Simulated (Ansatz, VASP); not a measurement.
## Two plane-wave programs on Ru

```
Ru
1.0
     2.67426    0.00000    0.00000
    -1.33713    2.31597    0.00000
     0.00000    0.00000    4.22598
Ru
2
Direct
  0.33333 0.66667 0.25000
  0.66667 0.33333 0.75000
```

Alike in both runs: functional LDA; k mesh 15 × 15 × 8; occupations gaussian, width 0.1 eV; no spin polarisation.

Ansatz relaxed the structure, and its values are those at the end. VASP's run is a single point on that final structure, the one shown.

|  | VASP | Ansatz |
| --- | --- | --- |
| version | VASP 6.6.1 | Ansatz 0.2.0 |
| potentials or method | VASP PAW LDA potentials, release 64 (Ru_sv), cutoff 560 eV | scalar-relativistic, plane waves, PAW |
| valence electrons in the cell | 32 | 32 |

|  | VASP | Ansatz | Ansatz less VASP |
| --- | --- | --- | --- |
| gap on the k mesh at the Fermi level (eV) | none | none | - |
| pressure (GPa) | 0.5 | 0.0 | -0.51 |

Ansatz warns that its potentials were made for another functional, while VASP's fit it. LDA's correlation is that of Perdew and Zunger in VASP and of Perdew and Wang (1992) in Ansatz. A gap of «none» marks a metal or a gap that the smearing closes.
